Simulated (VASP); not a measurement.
# Na (P6/mmm) in VASP: a series of runs

Runs on Na. Level: PBE. Tasks: relaxation of shape and atoms at fixed volume.

Everything below comes from runs of VASP 6.6.1. Logs are shortened: lines on timing, memory, paths and dates and some standing lists are left out, and cuts for length are marked.

## 1. The cell of the first run

It takes space group P6/mmm (No. 191, hexagonal). Conventional cell: a = 2.962 Å, b = 2.962 Å, c = 2.784 Å, α = 90.00°, β = 90.00°, γ = 120.00°. Na (site symmetry 6/mmm) has 8 Na at 2.78 to 2.96 Å within 3.7 Å.

## 2. Relaxation of shape and atoms at fixed volume, PBE

Input file INCAR:

```
PREC = Accurate
ENCUT = 600
EDIFF = 1E-6
ISMEAR = -1
SIGMA = 0.08
LREAL = False
LASPH = True
NELM = 100
ALGO = Normal
ISIF = 4
LWAVE = False
LCHARG = False
GGA = PE
IBRION = 2
NSW = 50
EDIFFG = -0.005
```

Input file KPOINTS:

```
regular mesh
0
Gamma
  13 13 12
```

Input file POSCAR:

```
Na
1.0
    2.9615643005      0.0000000000      0.0000000000
   -1.4807821503      2.5647899192      0.0000000000
    0.0000000000      0.0000000000      2.7838704424
Na
1
Direct
    0.0000000000      0.0000000000      0.0000000000
```

Potentials or basis: VASP PAW PBE potentials, release 64 (Na_pv).

On the command line:

```console
cat potpaw_PBE.64/Na_pv/POTCAR > POTCAR
mpirun -np 1 vasp_std > vasp.out
```

OUTCAR:

```text
PREC = Accurate
   ENCUT = 600
   EDIFF = 1E-6
   ISMEAR = -1
   LREAL = False
   LASPH = True
   NELM = 100
   ISIF = 4
   GGA = PE
   IBRION = 2
   NSW = 50
   EDIFFG = -0.005

 ion  position               nearest neighbor table
   1  0.000  0.000  0.000-

  LATTYP: Found a hexagonal cell.
 ALAT       =     2.9615643005
 C/A-ratio  =     0.9400000000

  Lattice vectors:

 A1 = (   2.9615643005,   0.0000000000,   0.0000000000)
 A2 = (  -1.4807821503,   2.5647899192,   0.0000000000)
 A3 = (   0.0000000000,   0.0000000000,   2.7838704424)

Analysis of symmetry for initial positions (statically):
=====================================================================
 Subroutine PRICEL returns:
 Original cell was already a primitive cell.

 Routine SETGRP: Setting up the symmetry group for a
 hexagonal supercell.

 Subroutine GETGRP returns: Found 24 space group operations
 (whereof 24 operations were pure point group operations)
 out of a pool of 24 trial point group operations.

The static configuration has the point symmetry D_6h.

Analysis of symmetry for dynamics (positions and initial velocities):
=====================================================================
 Subroutine PRICEL returns:
 Original cell was already a primitive cell.

 Routine SETGRP: Setting up the symmetry group for a
 hexagonal supercell.

 Subroutine GETGRP returns: Found 24 space group operations
 (whereof 24 operations were pure point group operations)
 out of a pool of 24 trial point group operations.

The dynamic configuration has the point symmetry D_6h.

 Subroutine INISYM returns: Found 24 space group operations
 (whereof 24 operations are pure point group operations),
 and found     1 'primitive' translations

----------------------------------------------------------------------------------------

                                     Primitive cell

  volume of cell :      21.1457

  direct lattice vectors                    reciprocal lattice vectors
     2.961564301  0.000000000  0.000000000     0.337659392  0.194947741  0.000000000
    -1.480782150  2.564789919  0.000000000     0.000000000  0.389895481  0.000000000
     0.000000000  0.000000000  2.783870442     0.000000000  0.000000000  0.359212119

  length of vectors
[... 84 lines left out ...]
   IBRION =      2    ionic relax: 0-MD 1-quasi-New 2-CG
   NFREE  =      1    steps in history (QN), initial steepest desc. (CG)
   ISIF   =      4    stress and relaxation
   ISYM   =      2    0-nonsym 1-usesym 2-fastsym
   POTIM  = 0.5000    time-step for ionic-motion
   TEBEG  =    0.0;   TEEND  =   0.0 temperature during run
   PSTRESS=    0.0 pullay stress
   NELECT =       7.0000    total number of electrons
   NUPDOWN=      -1.0000    fix difference up-down
   EMIN   =  10.00;   EMAX   =-10.00  energy-range for DOS
   EFERMI =   0.00;   METHOD = LEGACY
   ISMEAR =    -1;   SIGMA  =   0.08  broadening in eV -4-tet -1-fermi 0-gaus
   EFERMI_NEDOS =   21; number of points for ismear=-14 and -15
   IALGO  =     38    algorithm
   IMIX   =      4    mixing-type and parameters
     AMIX     =   0.40;   BMIX     =  1.00
     AMIX_MAG =   1.60;   BMIX_MAG =  1.00
  volume/ion in A,a.u.               =      21.15       142.70
  Fermi-wavevector in a.u.,A,eV,Ry     =   1.132488  2.140092 17.449860  1.282529
  Thomas-Fermi vector in A             =   2.269189
   LORBIT       =      0    0 simple, 1 ext, 2 COOP (PROOUT), +10 PAW based schemes
   GGA     = PE    functional components
   LHFCALC =     F    Hartree Fock is set to
   AEXX    =    0.0000 exact exchange contribution
   IVDW    =     0    specifies the selected vdW correction
   LEPSILON=     F    determine dielectric tensor
   LRPA    =     F    only Hartree local field effects (RPA)
 conjugate gradient relaxation of ions
 non-spin polarized calculation
  energy-cutoff  :      600.00
  volume of cell :       21.15
 maximum number of plane-waves:       724
 NGX is ok and might be reduce to    24
   NGX = 11   NGY = 11   NGZ = 11

--------------------------------------- Ionic step        1  -------------------------------------------

 number of electron       7.0000005 magnetization

 Free energy of the ion-electron system (eV)
  ---------------------------------------------------
  ext. energy  EPLUGINS =         0.00000000
  ---------------------------------------------------
  free energy    TOTEN  =        -0.83325745 eV

  energy without entropy =       -0.82588045  energy(sigma->0) =       -0.82956895

------------------------ aborting loop because EDIFF is reached ----------------------------------------

  FORCE on cell =-STRESS in cart. coord.  units (eV):
  Direction    XX          YY          ZZ          XY          YZ          ZX
  --------------------------------------------------------------------------------------
  -------------------------------------------------------------------------------------
  Total        1.6675229      1.6675229      1.5497985     -0.0000000      0.0000000      0.0000000
  in kB      126.3456855    126.3456855    117.4258838     -0.0000000      0.0000000      0.0000000
  external PRESSURE =     123.3724182 kB  Pullay stress =       0.0000000 kB
[... 57 lines left out ...]
--------------------------------------- Ionic step        3  -------------------------------------------

 number of electron       7.0000007 magnetization

 Free energy of the ion-electron system (eV)
  ---------------------------------------------------
  ext. energy  EPLUGINS =         0.00000000
  ---------------------------------------------------
  free energy    TOTEN  =        -0.83372534 eV

  energy without entropy =       -0.82619844  energy(sigma->0) =       -0.82996189

 E-fermi :   2.6486     XC(G=0):  -8.1808

 val. band max:        2.6407455767   @ k =   0.4615   0.0000   0.0000
 cond. band min:       2.7137165518   @ k =   0.2308   0.2308   0.2500
 fundamental gap:      0.0729709751
 Fermi energy:         2.6486389436

 k-point     1 :       0.0000    0.0000    0.0000
  band No.  band energies     occupation
      1     -22.3592      2.00000
      2     -22.3592      2.00000
      3     -22.3333      2.00000
      4      -2.0793      2.00000
      5      14.2585      0.00000
      6      17.1934      0.00000
      7      17.1974      0.00000
[... 221 lines left out ...]
 k-point    24 :       0.1538   -0.0000    0.0833
  band No.  band energies     occupation
      1     -22.4130      2.00000
      2     -22.3691      2.00000
      3     -22.3486      2.00000
      4      -1.3651      2.00000
      5      12.6576      0.00000
      6      13.4968      0.00000
      7      16.3216      0.00000

 [... further k-points ...]
[... 5 lines left out ...]
  --------------------------------------------------------------------------------------
  -------------------------------------------------------------------------------------
  Total        1.6471572      1.6471572      1.6479333     -0.0000000      0.0000000      0.0000000
  in kB      124.8026065    124.8026065    124.8614057     -0.0000000      0.0000000      0.0000000
  external PRESSURE =     124.8222062 kB  Pullay stress =       0.0000000 kB
[... 16 lines left out ...]
  FREE ENERGIE OF THE ION-ELECTRON SYSTEM (eV)
  ---------------------------------------------------
  free  energy   TOTEN  =        -0.8337253365 eV

  energy  without entropy=       -0.8261984417  energy(sigma->0) =       -0.82996189

 reached required accuracy - stopping structural energy minimisation
```

OSZICAR:

```text
N       E                     dE             d eps       ncg     rms          rms(c)
DAV:   1     0.205204470114E+02    0.20520E+02   -0.45018E+03  2058   0.110E+03
DAV:   2    -0.554535213747E+00   -0.21075E+02   -0.21052E+02  2205   0.143E+02
DAV:   3    -0.840002098996E+00   -0.28547E+00   -0.28546E+00  2653   0.233E+01
[... 13 lines left out ...]
       N       E                     dE             d eps       ncg     rms          rms(c)
DAV:   1    -0.834308484355E+00   -0.70950E-03   -0.36890E-02  2359   0.296E+00    0.200E-01
DAV:   2    -0.833943132371E+00    0.36535E-03   -0.34074E-04  2135   0.218E-01    0.123E-01
DAV:   3    -0.833725513069E+00    0.21762E-03   -0.13822E-04  2338   0.117E-01    0.185E-03
DAV:   4    -0.833725336462E+00    0.17661E-06   -0.29674E-06  1995   0.179E-02
   3 F= -.83372534E+00 E0= -.82996189E+00  d E =-.467884E-03
```

Wall time 17 s (1 thread of Intel Xeon Platinum 8259CL at 2.50GHz (Skylake/Cascade Lake), shared host); peak memory 0.15 GiB.

What came out:

```
Free energy               : -0.8337 eV
Energy gained by relaxing : 0.5 meV/atom
Ionic steps               : 3
Pressure after relaxing   : 12.5 GPa
```

The path:
| step | energy change (eV) | largest force (eV/Å) | pressure (GPa) | volume (Å³) |
| --- | --- | --- | --- | --- |
| 1 | 0.0000 | 0.0000 | 12.34 | 21.15 |
| 2 | -0.0003 | 0.0000 | 12.48 | 21.15 |
| 3 | -0.0005 | 0.0000 | 12.48 | 21.15 |

Final structure:
```xyz
1
Lattice="2.9733 0.0000 0.0000 -1.4867 2.5750 0.0000 0.0000 0.0000 2.7619" Properties=species:S:1:pos:R:3 pbc="T T T"
Na   -1.4867    2.5750    0.0000
```

## 3. Relaxation of shape and atoms at fixed volume, PBE

This run uses another cell than the first one, of 24.99 Å³/atom, 1.182 times its volume.

Input file INCAR:

```
SYSTEM = Na
PREC     = Accurate       ! precision mode
ENCUT    = 600            ! plane-wave cutoff, eV
EDIFF    = 1E-7           ! SCF threshold, eV
ISMEAR   = -1             ! smearing method
SIGMA    = 0.08           ! smearing width, eV
LREAL    = .FALSE.        ! projectors in reciprocal space
LASPH    = .TRUE.         ! aspherical terms in the spheres
NELM     = 60             ! most SCF steps
ALGO     = Normal         ! electronic algorithm
ISIF     = 4              ! what is computed and relaxed
LWAVE    = .FALSE.        ! write WAVECAR
LCHARG   = .FALSE.        ! write CHGCAR
GGA      = PE             ! functional
IBRION   = 2              ! ionic algorithm
NSW      = 50             ! ionic steps
EDIFFG   = -0.005         ! ionic threshold
```

Input file KPOINTS:

```
regular mesh
0
G
  13 13 12
  0 0 0
```

Input file POSCAR:

```
Na
1.0
    3.1311561192      0.0000000000      0.0000000000
   -1.5655780596      2.7116607425      0.0000000000
    0.0000000000      0.0000000000      2.9432867521
Na
1
Direct
    0.0000000000      0.0000000000      0.0000000000
```

Potentials or basis: VASP PAW PBE potentials, release 64 (Na_pv).

On the command line:

```console
cat potpaw_PBE.64/Na_pv/POTCAR > POTCAR
mpirun -np 1 vasp_std > vasp.out
```

Run time: 33 s. Hardware: 1 thread of Intel Xeon Platinum 8259CL at 2.50GHz (Skylake/Cascade Lake), shared host; peak memory 0.16 GiB.

Results (log left out):

```
Free energy               : -1.0551 eV
Energy gained by relaxing : 0.4 meV/atom
Ionic steps               : 3
Pressure after relaxing   : 6.6 GPa
```

Step by step:
```tsv
step	energy change (eV)	largest force (eV/Å)	pressure (GPa)	volume (Å³)
1	0.0000	0.0000	6.47	24.99
2	-0.0002	0.0000	6.57	24.99
3	-0.0004	0.0000	6.57	24.99
```

Final structure:
```
CELL_PARAMETERS angstrom
3.14222 0.00000 0.00000
-1.57111 2.72124 0.00000
0.00000 0.00000 2.92260
ATOMIC_POSITIONS crystal
Na 0.00000 0.00000 0.00000
```

Levels at points of the mesh, in eV from the Fermi level:
| k point | band 1 | band 2 | band 3 | band 4 | band 5 | band 6 | band 7 |
| --- | --- | --- | --- | --- | --- | --- | --- |
| (0.00, 0.00, 0.00) | -24.94 | -24.94 | -24.93 | -4.26 | 10.70 | 12.98 | 13.38 |
| (0.00, 0.00, 0.50) | -25.12 | -24.92 | -24.92 | -0.18 | 0.57 | 16.53 | 16.53 |

## 4. Relaxation of shape and atoms at fixed volume, PBE

This run uses another cell than the first one, of 28.84 Å³/atom, 1.364 times its volume.

Input file INCAR:

```
PREC = Accurate ; ENCUT = 600
EDIFF = 1E-6 ; ISMEAR = -1
SIGMA = 0.08 ; LREAL = False
LASPH = True ; NELM = 100
ALGO = Normal ; ISIF = 4
LWAVE = False ; LCHARG = False
GGA = PE ; IBRION = 2
NSW = 50 ; EDIFFG = -0.005
```

Input file KPOINTS:

```
Automatic mesh
0
Gamma
  13 13 12
```

Input file POSCAR:

```
Na
1.0
    3.2841326538      0.0000000000      0.0000000000
   -1.6420663269      2.8441423076      0.0000000000
    0.0000000000      0.0000000000      3.0870846945
Na
1
Direct
    0.0000000000      0.0000000000      0.0000000000
```

Potentials or basis: VASP PAW PBE potentials, release 64 (Na_pv).

On the command line:

```console
cat potpaw_PBE.64/Na_pv/POTCAR > POTCAR
mpirun -np 1 vasp_std > vasp.out
```

OUTCAR:

```text
PREC = Accurate
   ENCUT = 600
   EDIFF = 1E-6
   ISMEAR = -1
   LREAL = False
   LASPH = True
   NELM = 100
   ISIF = 4
   GGA = PE
   IBRION = 2
   NSW = 50
   EDIFFG = -0.005

 ion  position               nearest neighbor table
   1  0.000  0.000  0.000-

  LATTYP: Found a hexagonal cell.
 ALAT       =     3.2841326538
 C/A-ratio  =     0.9400000000

  Lattice vectors:

 A1 = (   3.2841326538,   0.0000000000,   0.0000000000)
 A2 = (  -1.6420663269,   2.8441423076,   0.0000000000)
 A3 = (   0.0000000000,   0.0000000000,   3.0870846945)

Analysis of symmetry for initial positions (statically):
=====================================================================
 Subroutine PRICEL returns:
[... 244 lines left out ...]
  ext. energy  EPLUGINS =         0.00000000
  ---------------------------------------------------
  free energy    TOTEN  =        -1.17071964 eV

  energy without entropy =       -1.16199338  energy(sigma->0) =       -1.16635651

 E-fermi :   1.2240     XC(G=0):  -7.1946

 val. band max:        1.2217613690   @ k =   0.4615  -0.0000   0.0000
 cond. band min:       1.2719695766   @ k =   0.2308   0.2308   0.2500
 fundamental gap:      0.0502082076
 Fermi energy:         1.2239573333

 k-point     1 :       0.0000    0.0000    0.0000
  band No.  band energies     occupation
      1     -23.7175      2.00000
      2     -23.7175      2.00000
      3     -23.7097      2.00000
      4      -2.6697      2.00000
      5      11.1796      0.00000
      6      12.9774      0.00000
      7      13.6554      0.00000
[... 221 lines left out ...]
 k-point    24 :       0.1538   -0.0000    0.0833
  band No.  band energies     occupation
      1     -23.7381      2.00000
      2     -23.7216      2.00000
      3     -23.7159      2.00000
      4      -2.0988      2.00000
      5       9.6420      0.00000
      6      10.4352      0.00000
      7      12.5974      0.00000

 [... further k-points ...]
[... 5 lines left out ...]
  --------------------------------------------------------------------------------------
  -------------------------------------------------------------------------------------
  Total        0.6030990      0.6030990      0.6042195      0.0000000      0.0000000      0.0000000
  in kB       33.5103250     33.5103250     33.5725833      0.0000000      0.0000000      0.0000000
  external PRESSURE =      33.5310778 kB  Pullay stress =       0.0000000 kB
[... 16 lines left out ...]
  FREE ENERGIE OF THE ION-ELECTRON SYSTEM (eV)
  ---------------------------------------------------
  free  energy   TOTEN  =        -1.1707196439 eV

  energy  without entropy=       -1.1619933801  energy(sigma->0) =       -1.16635651

 reached required accuracy - stopping structural energy minimisation
```

OSZICAR:

```text
N       E                     dE             d eps       ncg     rms          rms(c)
DAV:   1     0.215468605753E+02    0.21547E+02   -0.42833E+03  2058   0.979E+02
DAV:   2    -0.790508094069E+00   -0.22337E+02   -0.22316E+02  2198   0.144E+02
[... 13 lines left out ...]
   2 F= -.11706371E+01 E0= -.11663068E+01  d E =-.141183E-03
       N       E                     dE             d eps       ncg     rms          rms(c)
DAV:   1    -0.117119364467E+01   -0.55652E-03   -0.29703E-02  2352   0.263E+00    0.180E-01
DAV:   2    -0.117090403413E+01    0.28961E-03   -0.30694E-04  2107   0.203E-01    0.111E-01
DAV:   3    -0.117071958822E+01    0.18445E-03   -0.99766E-05  2296   0.935E-02    0.213E-03
DAV:   4    -0.117071964386E+01   -0.55641E-07   -0.19232E-06  2058   0.136E-02
   3 F= -.11707196E+01 E0= -.11663565E+01  d E =-.223721E-03
```

CONTCAR:

```text
Na
   1.00000000000000
     3.2941796445365696    0.0000000000000000    0.0000000000000000
    -1.6470898222682848    2.8528432568112061   -0.0000000000000000
    -0.0000000000000000    0.0000000000000000    3.0682826760193200
  Na
     1
Direct
     0.0000000000000000    0.0000000000000000    0.0000000000000000

  0.00000000E+00  0.00000000E+00  0.00000000E+00
```

Wall time 38 s (1 thread of Intel Xeon Platinum 8259CL at 2.50GHz (Skylake/Cascade Lake), shared host); peak memory 0.16 GiB.

What came out:

```
Free energy               : -1.1707 eV
Energy gained by relaxing : 0.2 meV/atom
Ionic steps               : 3
Pressure after relaxing   : 3.4 GPa
```

The path:
```
step  energy change (eV)  largest force (eV/Å)  pressure (GPa)  volume (Å³)
   1              0.0000                0.0000            3.29        28.84
   2             -0.0001                0.0000            3.36        28.84
   3             -0.0002                0.0000            3.35        28.84
```

Final structure:
```cif
data_structure
_symmetry_space_group_name_H-M 'P 1'
_symmetry_Int_Tables_number 1
_cell_length_a 3.2942
_cell_length_b 3.2942
_cell_length_c 3.0683
_cell_angle_alpha 90.000
_cell_angle_beta 90.000
_cell_angle_gamma 120.000
_cell_volume 28.84
loop_
_atom_site_label
_atom_site_type_symbol
_atom_site_fract_x
_atom_site_fract_y
_atom_site_fract_z
_atom_site_occupancy
Na1 Na 0.00000 0.00000 0.00000 1
```

Levels at points of the mesh, in eV from the Fermi level:
```csv
k point,band 1,band 2,band 3,band 4,band 5,band 6,band 7
"(0.00, 0.00, 0.00)",-24.94,-24.94,-24.93,-3.89,9.96,11.75,12.43
"(0.00, 0.00, 0.50)",-25.06,-24.93,-24.93,-0.12,0.40,15.29,15.29
```

(Continued in part 2 of 2.)
